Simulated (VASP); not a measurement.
YP, 2 atoms in the cell. Symmetry: Pm-3m, No. 221, cubic system. The conventional cell has a = 3.405 Å, b = 3.405 Å, c = 3.405 Å, α = 90.00°, β = 90.00°, γ = 90.00°. Y (site symmetry m-3m) has 8 P at 2.95 Å and 6 Y at 3.40 Å within 3.9 Å. Within 3.9 Å of P (site symmetry m-3m) lie 8 Y at 2.95 Å and 6 P at 3.40 to 3.41 Å. 

- Program: VASP 6.6.1
- Task: single point
- Functional: LDA
- Potentials or basis: VASP PAW LDA potentials, release 64 (Y_sv, P)
- Cutoff: 500 eV
- k mesh: 12 × 12 × 12
- Occupations: fermi-dirac, width 0.15 eV
- Spin: no spin polarisation
- Dipole correction: no
- Further INCAR settings: ALGO = Normal; EDIFF = 1e-06; NBANDS = 15

Potentials or basis: VASP PAW LDA potentials, release 64 (Y_sv, P).

Launch:

```bash
$ cat potpaw_LDA.64/Y_sv/POTCAR potpaw_LDA.64/P/POTCAR > POTCAR
$ mpirun -np 1 vasp_std > vasp.out
```

Hardware: 1 thread of AMD EPYC 7R43 64-Core Processor (Zen 3), with other jobs on the host.

Task: How long does it take, and how much memory?

Result: Run time: 67 s on 1 thread of AMD EPYC 7R43 64-Core Processor (Zen 3), on a shared host, peak memory 0.16 GiB. Counts: scf iterations 13, k points 84.
